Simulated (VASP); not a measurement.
# BaS (Fm-3m) in VASP: notebook, part 2 of 2

VASP 6.6.1. Earlier steps stand in the parts before.

## (5) Single point, PBE (34.22 Å³/atom)

This run uses another cell than the first one, of 34.22 Å³/atom.

INCAR reads:

```
SYSTEM = BaS
PREC = Accurate ; ENCUT = 500
EDIFF = 1E-6 ; ISMEAR = 0
SIGMA = 0.01 ; LREAL = .FALSE.
LASPH = .TRUE. ; NELM = 120
ALGO = Normal ; ISIF = 2
LWAVE = .FALSE. ; LCHARG = .FALSE.
GGA = PE ; NBANDS = 15
GGA_COMPAT = .FALSE.
```

KPOINTS reads:

```
regular mesh
0
G
  6 6 6
  0 0 0
```

POSCAR reads:

```
BaS
1.0
    0.0000000000      3.2466209695      3.2466209695
    3.2466209695      0.0000000000      3.2466209695
    3.2466209695      3.2466209695      0.0000000000
Ba S
1 1
Direct
    0.0000000000      0.0000000000      0.0000000000
    0.5000000000      0.5000000000      0.5000000000
```

Potentials or basis: VASP PAW PBE potentials, release 64 (Ba_sv, S).

Run with:

```console
$ cat potpaw_PBE.64/Ba_sv/POTCAR potpaw_PBE.64/S/POTCAR > POTCAR
$ mpirun -np 1 vasp_std > vasp.out
```

OUTCAR:

```text
SYSTEM = BaS
   PREC = Accurate
   ENCUT = 500
   EDIFF = 1E-6
   ISMEAR = 0
   LREAL = .FALSE.
   LASPH = .TRUE.
   NELM = 120
   ISIF = 2
   GGA = PE

 ion  position               nearest neighbor table
   1  0.000  0.000  0.000-   2 3.25   2 3.25   2 3.25   2 3.25   2 3.25   2 3.25
   2  0.500  0.500  0.500-   1 3.25   1 3.25   1 3.25   1 3.25   1 3.25   1 3.25

  LATTYP: Found a face centered cubic cell.
 ALAT       =     6.4932419390

  Lattice vectors:

 A1 = (   0.0000000000,   3.2466209695,   3.2466209695)
 A2 = (   3.2466209695,   0.0000000000,   3.2466209695)
 A3 = (   3.2466209695,   3.2466209695,   0.0000000000)

Analysis of symmetry for initial positions (statically):
=====================================================================
 Subroutine PRICEL returns:
 Original cell was already a primitive cell.

 Routine SETGRP: Setting up the symmetry group for a
 face centered cubic supercell.

 Subroutine GETGRP returns: Found 48 space group operations
 (whereof 48 operations were pure point group operations)
 out of a pool of 48 trial point group operations.

The static configuration has the point symmetry O_h .

Analysis of symmetry for dynamics (positions and initial velocities):
[... 169 lines left out ...]
     10       5.0628      0.00000
     11       5.0628      0.00000
     12       5.0628      0.00000
     13       5.9378      0.00000
     14       5.9378      0.00000
[... 257 lines left out ...]
      2     -10.4466      2.00000
      3     -10.4315      2.00000
      4     -10.3100      2.00000
      5      -8.6633      2.00000
      6       0.3607      2.00000
      7       0.6425      2.00000
      8       0.8071      2.00000
      9       4.4185      0.00000
     10       6.6166      0.00000
     11       7.1565      0.00000
     12       7.9345      0.00000
     13       8.4503      0.00000
     14       9.1864      0.00000
     15      10.6850      0.00000

------------------------ aborting loop because EDIFF is reached ----------------------------------------

  FORCE on cell =-STRESS in cart. coord.  units (eV):
  Direction    XX          YY          ZZ          XY          YZ          ZX
  --------------------------------------------------------------------------------------
  -------------------------------------------------------------------------------------
  Total       -0.2930846     -0.2930846     -0.2930846      0.0000000      0.0000000      0.0000000
  in kB       -6.8608651     -6.8608651     -6.8608651      0.0000000      0.0000000      0.0000000
  external PRESSURE =      -6.8608651 kB  Pullay stress =       0.0000000 kB

 VOLUME and BASIS-vectors are now :
 -----------------------------------------------------------------------------
  energy-cutoff  :      500.00
  volume of cell :       68.44
      direct lattice vectors                 reciprocal lattice vectors
     0.000000000  3.246620969  3.246620969    -0.154006274  0.154006274  0.154006274
     3.246620969  0.000000000  3.246620969     0.154006274 -0.154006274  0.154006274
     3.246620969  3.246620969  0.000000000     0.154006274  0.154006274 -0.154006274

 POSITION                                       TOTAL-FORCE (eV/Angst)
 -----------------------------------------------------------------------------------
      0.00000      0.00000      0.00000        -0.000000      0.000000      0.000000
      3.24662      3.24662      3.24662         0.000000     -0.000000     -0.000000
 -----------------------------------------------------------------------------------
    total drift:                                0.000000      0.000000      0.000000

  FREE ENERGIE OF THE ION-ELECTRON SYSTEM (eV)
  ---------------------------------------------------
  free  energy   TOTEN  =       -10.1915374517 eV

  energy  without entropy=      -10.1915374517  energy(sigma->0) =      -10.19153745
```

Run time: 25 s. Hardware: 1 thread of Intel Xeon 8259CL, shared host; peak memory 0.2 GiB.

What came out:

```yaml
Free_energy: -10.1915 eV
Pressure: -0.7 GPa
Band_gap_on_the_k_mesh: 2.18 eV (least direct gap 2.34 eV)
```

Caveat: spin-orbit coupling is left out, which moves the levels of the heavy elements. A k mesh can miss the band edges.

## (6) Single point, PBE (35.22 Å³/atom)

This run uses another cell than the first one, of 35.22 Å³/atom.

INCAR reads:

```
SYSTEM = BaS
PREC     = Accurate       ! precision mode
ENCUT    = 500            ! plane-wave cutoff, eV
EDIFF    = 1E-6           ! SCF threshold, eV
ISMEAR   = 0              ! smearing method
SIGMA    = 0.01           ! smearing width, eV
LREAL    = .FALSE.        ! projectors in reciprocal space
LASPH    = .TRUE.         ! aspherical terms in the spheres
NELM     = 120            ! most SCF steps
ALGO     = Normal         ! electronic algorithm
ISIF     = 2              ! what is computed and relaxed
LWAVE    = .FALSE.        ! write WAVECAR
LCHARG   = .FALSE.        ! write CHGCAR
GGA      = PE             ! functional
NBANDS   = 15             ! bands
GGA_COMPAT= .FALSE.
```

KPOINTS is that of step 5.

POSCAR reads:

```
BaS
1.0
    0.0000000000      3.2778403940      3.2778403940
    3.2778403940      0.0000000000      3.2778403940
    3.2778403940      3.2778403940      0.0000000000
Ba S
1 1
Direct
    0.0000000000      0.0000000000      0.0000000000
    0.5000000000      0.5000000000      0.5000000000
```

Potentials or basis: VASP PAW PBE potentials, release 64 (Ba_sv, S).

Run with:

```console
$ cat potpaw_PBE.64/Ba_sv/POTCAR potpaw_PBE.64/S/POTCAR > POTCAR
$ mpirun -np 1 vasp_std > vasp.out
```

OUTCAR:

```text
SYSTEM = BaS
   PREC = Accurate
   ENCUT = 500
   EDIFF = 1E-6
   ISMEAR = 0
   LREAL = .FALSE.
   LASPH = .TRUE.
   NELM = 120
   ISIF = 2
   GGA = PE

 ion  position               nearest neighbor table
   1  0.000  0.000  0.000-   2 3.28   2 3.28   2 3.28   2 3.28   2 3.28   2 3.28
   2  0.500  0.500  0.500-   1 3.28   1 3.28   1 3.28   1 3.28   1 3.28   1 3.28

  LATTYP: Found a face centered cubic cell.
 ALAT       =     6.5556807880

  Lattice vectors:

 A1 = (   0.0000000000,   3.2778403940,   3.2778403940)
 A2 = (   3.2778403940,   0.0000000000,   3.2778403940)
 A3 = (   3.2778403940,   3.2778403940,   0.0000000000)

Analysis of symmetry for initial positions (statically):
=====================================================================
 Subroutine PRICEL returns:
 Original cell was already a primitive cell.

 Routine SETGRP: Setting up the symmetry group for a
 face centered cubic supercell.

 Subroutine GETGRP returns: Found 48 space group operations
 (whereof 48 operations were pure point group operations)
 out of a pool of 48 trial point group operations.

The static configuration has the point symmetry O_h .

Analysis of symmetry for dynamics (positions and initial velocities):
=====================================================================
 Subroutine PRICEL returns:
 Original cell was already a primitive cell.

 Routine SETGRP: Setting up the symmetry group for a
 face centered cubic supercell.

 Subroutine GETGRP returns: Found 48 space group operations
 (whereof 48 operations were pure point group operations)
 out of a pool of 48 trial point group operations.

The dynamic configuration has the point symmetry O_h .

 Subroutine INISYM returns: Found 48 space group operations
 (whereof 48 operations are pure point group operations),
 and found     1 'primitive' translations

----------------------------------------------------------------------------------------

                                     Primitive cell

  volume of cell :      70.4358

  direct lattice vectors                    reciprocal lattice vectors
     0.000000000  3.277840394  3.277840394    -0.152539459  0.152539459  0.152539459
     3.277840394  0.000000000  3.277840394     0.152539459 -0.152539459  0.152539459
     3.277840394  3.277840394  0.000000000     0.152539459  0.152539459 -0.152539459

  length of vectors
     4.635566340  4.635566340  4.635566340     0.264206093  0.264206093  0.264206093

  position of ions in fractional coordinates (direct lattice)
     0.000000000  0.000000000  0.000000000
     0.500000000  0.500000000  0.500000000

  ion indices of the primitive-cell ions
   primitive index   ion index
                 1           1
                 2           2

----------------------------------------------------------------------------------------

 KPOINTS: regular mesh

Automatic generation of k-mesh.
 Grid dimensions read from file:
 generate k-points for:    6    6    6

 Generating k-lattice:

  Cartesian coordinates                     Fractional coordinates (reciprocal lattice)
    -0.025423243  0.025423243  0.025423243     0.166666667  0.000000000  0.000000000
     0.025423243 -0.025423243  0.025423243     0.000000000  0.166666667  0.000000000
     0.025423243  0.025423243 -0.025423243     0.000000000  0.000000000  0.166666667

  Length of vectors
     0.044034349  0.044034349  0.044034349

  Shift w.r.t. Gamma in fractional coordinates (k-lattice)
     0.000000000  0.000000000  0.000000000

 Subroutine IBZKPT returns following result:
 ===========================================

 Found     16 irreducible k-points:

 Following reciprocal coordinates:
            Coordinates               Weight
  0.000000  0.000000  0.000000      1.000000
  0.166667  0.000000  0.000000      8.000000
  0.333333  0.000000  0.000000      8.000000
  0.500000  0.000000  0.000000      4.000000
  0.166667  0.166667  0.000000      6.000000
  0.333333  0.166667  0.000000     24.000000
[... 8 lines left out ...]
 -0.333333  0.333333  0.166667     24.000000
 -0.333333  0.500000  0.166667     12.000000
   k-points           NKPTS =     16   k-points in BZ     NKDIM =     16   number of bands    NBANDS=     15
   number of dos      NEDOS =    301   number of ions     NIONS =      2
   total plane-waves  NPLWV =  46656
   dimension x,y,z NGX =    36 NGY =   36 NGZ =   36
   dimension x,y,z NGXF=    72 NGYF=   72 NGZF=   72
   ions per type =               1   1
   NGX,Y,Z   is equivalent  to a cutoff of  12.91, 12.91, 12.91 a.u.
   NGXF,Y,Z  is equivalent  to a cutoff of  25.82, 25.82, 25.82 a.u.
 SYSTEM =  BaS
   PREC   = accura    normal or accurate (medium, high low for compatibility)
   ISTART =      0    job   : 0-new  1-cont  2-samecut
   ICHARG =      2    charge: 1-file 2-atom 10-const
   ISPIN  =      1    spin polarized calculation?
   LNONCOLLINEAR =      F non collinear calculations
   LSORBIT =      F    spin-orbit coupling
   LASPH  =      T    aspherical Exc in radial PAW
   ENCUT  =  500.0 eV  36.75 Ry    6.06 a.u.   8.45  8.45  8.45*2*pi/ulx,y,z
   NELM   =    120;   NELMIN=  2; NELMDL= -5     # of ELM steps
   EDIFF  = 0.1E-05   stopping-criterion for ELM
   LREAL  =      F    real-space projection
[... 7 lines left out ...]
   TEBEG  =    0.0;   TEEND  =   0.0 temperature during run
   PSTRESS=    0.0 pullay stress
   NELECT =      16.0000    total number of electrons
   NUPDOWN=      -1.0000    fix difference up-down
   EMIN   =  10.00;   EMAX   =-10.00  energy-range for DOS
   EFERMI =   0.00;   METHOD = LEGACY
   ISMEAR =     0;   SIGMA  =   0.01  broadening in eV -4-tet -1-fermi 0-gaus
   EFERMI_NEDOS =   21; number of points for ismear=-14 and -15
   IALGO  =     38    algorithm
   IMIX   =      4    mixing-type and parameters
     AMIX     =   0.40;   BMIX     =  1.00
     AMIX_MAG =   1.60;   BMIX_MAG =  1.00
  volume/ion in A,a.u.               =      35.22       237.66
  Fermi-wavevector in a.u.,A,eV,Ry     =   0.998889  1.887626 13.575598  0.997778
  Thomas-Fermi vector in A             =   2.131142
   LORBIT       =      0    0 simple, 1 ext, 2 COOP (PROOUT), +10 PAW based schemes
   GGA     = PE    functional components
   LHFCALC =     F    Hartree Fock is set to
   AEXX    =    0.0000 exact exchange contribution
   IVDW    =     0    specifies the selected vdW correction
   LEPSILON=     F    determine dielectric tensor
   LRPA    =     F    only Hartree local field effects (RPA)
 non-spin polarized calculation
 Gauss-broadening in eV      SIGMA  =   0.01
  energy-cutoff  :      500.00
  volume of cell :       70.44
 maximum number of plane-waves:      1820
 NGX is ok and might be reduce to    36
   NGX = 17   NGY = 17   NGZ = 17

 number of electron      15.9999998 magnetization

 Free energy of the ion-electron system (eV)
  ---------------------------------------------------
  ext. energy  EPLUGINS =         0.00000000
  ---------------------------------------------------
  free energy    TOTEN  =       -10.17673578 eV

  energy without entropy =      -10.17673578  energy(sigma->0) =      -10.17673578

 E-fermi :   1.2015     XC(G=0):  -8.3066

 val. band max:        1.0693478223   @ k =   0.0000   0.0000   0.0000
 cond. band min:       3.2907206945   @ k =   0.5000   0.5000   0.0000
 fundamental gap:      2.2213728721
 Fermi energy:         1.2014846272

 k-point     1 :       0.0000    0.0000    0.0000
  band No.  band energies     occupation
      1     -25.2643      2.00000
      2     -10.3251      2.00000
      3     -10.3251      2.00000
      4     -10.3251      2.00000
      5      -9.1757      2.00000
      6       1.0693      2.00000
      7       1.0693      2.00000
      8       1.0693      2.00000
      9       4.3015      0.00000
     10       4.9134      0.00000
     11       4.9134      0.00000
     12       4.9134      0.00000
     13       5.7600      0.00000
     14       5.7600      0.00000
     15       9.6596      0.00000
[... 253 lines left out ...]
 k-point    16 :      -0.3333    0.5000    0.1667
  band No.  band energies     occupation
      1     -25.2253      2.00000
      2     -10.6317      2.00000
      3     -10.6303      2.00000
      4     -10.5230      2.00000
      5      -8.8072      2.00000
      6       0.2536      2.00000
      7       0.4910      2.00000
      8       0.6647      2.00000
      9       4.2826      0.00000
     10       6.4050      0.00000
     11       6.8822      0.00000
     12       7.6603      0.00000
     13       8.1579      0.00000
     14       8.8533      0.00000
     15      10.3485      0.00000

------------------------ aborting loop because EDIFF is reached ----------------------------------------

  FORCE on cell =-STRESS in cart. coord.  units (eV):
  Direction    XX          YY          ZZ          XY          YZ          ZX
  --------------------------------------------------------------------------------------
  -------------------------------------------------------------------------------------
  Total       -0.7538442     -0.7538442     -0.7538442      0.0000000     -0.0000000      0.0000000
  in kB      -17.1474198    -17.1474198    -17.1474198      0.0000000     -0.0000000      0.0000000
  external PRESSURE =     -17.1474198 kB  Pullay stress =       0.0000000 kB

 VOLUME and BASIS-vectors are now :
 -----------------------------------------------------------------------------
  energy-cutoff  :      500.00
  volume of cell :       70.44
      direct lattice vectors                 reciprocal lattice vectors
     0.000000000  3.277840394  3.277840394    -0.152539459  0.152539459  0.152539459
     3.277840394  0.000000000  3.277840394     0.152539459 -0.152539459  0.152539459
     3.277840394  3.277840394  0.000000000     0.152539459  0.152539459 -0.152539459

 POSITION                                       TOTAL-FORCE (eV/Angst)
 -----------------------------------------------------------------------------------
      0.00000      0.00000      0.00000         0.000000      0.000000     -0.000000
      3.27784      3.27784      3.27784         0.000000      0.000000      0.000000
 -----------------------------------------------------------------------------------
    total drift:                                0.000000      0.000000      0.000000

  FREE ENERGIE OF THE ION-ELECTRON SYSTEM (eV)
  ---------------------------------------------------
  free  energy   TOTEN  =       -10.1767357783 eV

  energy  without entropy=      -10.1767357783  energy(sigma->0) =      -10.17673578
```

Run time: 26 s. Hardware: 1 thread of Intel Xeon 8259CL, shared host; peak memory 0.21 GiB.

What came out:

```yaml
Free_energy: -10.1767 eV
Pressure: -1.7 GPa
Band_gap_on_the_k_mesh: 2.22 eV (least direct gap 2.39 eV)
```

Caveat: spin-orbit coupling is left out, which moves the levels of the heavy elements. A k mesh can miss the band edges.

## (7) The runs side by side

| cell | gap on the mesh (eV) | pressure (GPa) |
| --- | --- | --- |
| a = 4.454 Å, angles 60.0°, 2 atoms | 2.03 | 3.6 |
| a = 4.500 Å, angles 60.0°, 2 atoms | 2.09 | 2.0 |
| a = 4.546 Å, angles 60.0°, 2 atoms | 2.14 | 0.5 |
| a = 4.591 Å, angles 60.0°, 2 atoms | 2.18 | -0.7 |
| a = 4.636 Å, angles 60.0°, 2 atoms | 2.22 | -1.7 |

Alike in all rows: task single point; level PBE; potentials or basis VASP PAW PBE potentials, release 64 (Ba_sv, S); no spin polarisation; k mesh 6 × 6 × 6; cutoff (eV) 500; smearing gaussian 0.01 eV.

Caveats: spin-orbit coupling is left out, which moves the levels of the heavy elements; the cell stands under pressure (at least some runs).

Total energies depend on the potentials used, so only differences within one code and one set of settings carry meaning.
